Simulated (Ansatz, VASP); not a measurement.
## KMgF3: VASP beside Ansatz

POSCAR

```
KMgF3
1.0
    4.1093201170      0.0000000000      0.0000000000
    0.0000000000      4.1093201170      0.0000000000
    0.0000000000      0.0000000000      4.1093201170
K Mg F
1 1 3
Direct
    0.5000000000      0.5000000000      0.5000000000
    0.0000000000      0.0000000000      0.0000000000
    0.5000000000      0.0000000000      0.0000000000
    0.0000000000      0.5000000000      0.0000000000
    0.0000000000      0.0000000000      0.5000000000
```

Contents of INCAR.step1:

```
SYSTEM = KMgF3
ALGO = Normal
EDIFF = 1E-4
ENCUT = 520
GGA = PE
ISMEAR = 0
LASPH = .True.
LCHARG = .False.
LREAL = .False.
LWAVE = .True.
NBANDS = 24
NELM = 100
PREC = Accurate
SIGMA = 0.02
```

INCAR.step2

```
SYSTEM = KMgF3
ALGO = Normal
EDIFF = 1E-7
ENCUT = 520
ISIF = 2
ISMEAR = 0
ISTART = 1
LASPH = .True.
LCHARG = .False.
LMIXTAU = .True.
LREAL = .False.
LWAVE = .False.
METAGGA = R2SCAN
NBANDS = 24
NELM = 100
PREC = Accurate
SIGMA = 0.02
```

Contents of KPOINTS:

```
k-points
0
Gamma
  6 6 6
  0 0 0
```

Input for Ansatz:

```yaml
crystal:
  lattice:
    - [4.109320117, 0.0, 0.0]
    - [0.0, 4.109320117, 0.0]
    - [0.0, 0.0, 4.109320117]
  atoms:
    - { symbol: K, position: [0.5, 0.5, 0.5] }
    - { symbol: Mg, position: [0.0, 0.0, 0.0] }
    - { symbol: F, position: [0.5, 0.0, 0.0] }
    - { symbol: F, position: [0.0, 0.5, 0.0] }
    - { symbol: F, position: [0.0, 0.0, 0.5] }
basis:
  ecutwfc: 500
kpoints:
  mp_grid: { grid: [6, 6, 6] }
hamiltonian:
  xc: r2scan
scf:
  occupations: { method: gaussian, width: 0.02 }
output:
  forces: true
  stress: true
  eigenvalues: true
  write_density: true
  write_potential: true
  elf: true
  volumetric_format: npy
```

Alike in both runs: task single point; functional r2SCAN; k mesh 6 × 6 × 6; occupations gaussian, width 0.02 eV; no spin polarisation.

|  | VASP | Ansatz |
| --- | --- | --- |
| version | VASP 6.6.1 | Ansatz 0.2.0 |
| potentials or method | VASP PAW PBE potentials, release 64 (K_sv, Mg, F), cutoff 520 eV | scalar-relativistic, plane waves, PAW |
| valence electrons in the cell | 32 | 40 |

```csv
,VASP,Ansatz,Ansatz less VASP
gap on the k mesh at the Fermi level (eV),7.56,7.59,+0.025
least direct gap on the mesh (eV),7.88,7.90,+0.019
pressure (GPa),-6.6,-6.0,+0.61
```

VASP's potentials were made for PBE, not for r2SCAN. The functional is the same, so the differences come from potentials, cutoffs and numerics. VASP's potentials hold 32 valence electrons a cell and Ansatz's 40, so a difference there can come from the potentials and not from the codes.
